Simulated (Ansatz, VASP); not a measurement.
**Two plane-wave programs on Mg4O**

INCAR

```
PREC = Accurate
ENCUT = 520
EDIFF = 1E-6
ISMEAR = 0
SIGMA = 0.1
LREAL = False
LASPH = True
NELM = 80
ALGO = Normal
ISIF = 2
LWAVE = False
LCHARG = True
LDIPOL = True
IDIPOL = 3
DIPOL = 0.5 0.5 0.318
LELF = True
LVHAR = True
LVACPOTAV = True
NBANDS = 15
```

File KPOINTS:

```
regular mesh
0
Gamma
  8 5 1
```

File POSCAR:

```
Mg4O
1.0
    3.1466128697      0.0000000000      0.0000000000
    0.0000000000      5.0388886589      0.0000000000
    0.0000000000      0.0000000000     20.5846139733
Mg O
4 1
Direct
    0.0000000000      0.7500000000      0.1943198937
    0.5000000000      0.2500000000      0.2384474589
    0.5000000000      0.7500000000      0.3306067122
    0.0000000000      0.2500000000      0.3684603453
    0.3750000000      0.6250000000      0.4583332962
```

Input for Ansatz:

```yaml
crystal:
  lattice:
    - [3.1466128697, 0.0, 0.0]
    - [0.0, 5.0388886589, 0.0]
    - [0.0, 0.0, 20.5846139733]
  atoms:
    - { symbol: Mg, position: [0.0, 0.75, 0.1943198937] }
    - { symbol: Mg, position: [0.5, 0.25, 0.2384474589] }
    - { symbol: Mg, position: [0.5, 0.75, 0.3306067122] }
    - { symbol: Mg, position: [0.0, 0.25, 0.3684603453] }
    - { symbol: O, position: [0.375, 0.625, 0.4583332962] }
basis:
  ecutwfc: 420
kpoints:
  mp_grid: { grid: [8, 5, 1] }
hamiltonian:
  xc: lda
scf:
  occupations: { method: gaussian, width: 0.1 }
output:
  forces: true
  eigenvalues: true
efield:
  axis: 3
  dipole_correction: true
  ramp_width: 0.04
```

Alike in both runs: task single point; functional LDA; k mesh 8 × 5 × 1; occupations gaussian, width 0.1 eV; no spin polarisation.

|  | VASP | Ansatz |
| --- | --- | --- |
| version | VASP 6.6.1 | Ansatz 0.2.0 |
| potentials or method | VASP PAW LDA potentials, release 64 (Mg, O), cutoff 520 eV | scalar-relativistic, plane waves, PAW |
| valence electrons in the cell | 14 | 46 |

|  | VASP | Ansatz | Ansatz less VASP |
| --- | --- | --- | --- |
| gap on the k mesh at the Fermi level (eV) | none | none | - |
| rms of the force components (eV/Å) | 1.008 | 1.008 | -0.0006 |
| work function, face that differs most (eV) | 3.73 | 3.72 | -0.017 |

LDA's correlation is that of Perdew and Zunger in VASP and of Perdew and Wang (1992) in Ansatz. Atom by atom the forces differ by 0.008 eV/Å (rms over components). A gap of «none» marks a metal or a gap that the smearing closes. VASP's potentials hold 14 valence electrons a cell and Ansatz's 46, so a difference there can come from the potentials and not from the codes.
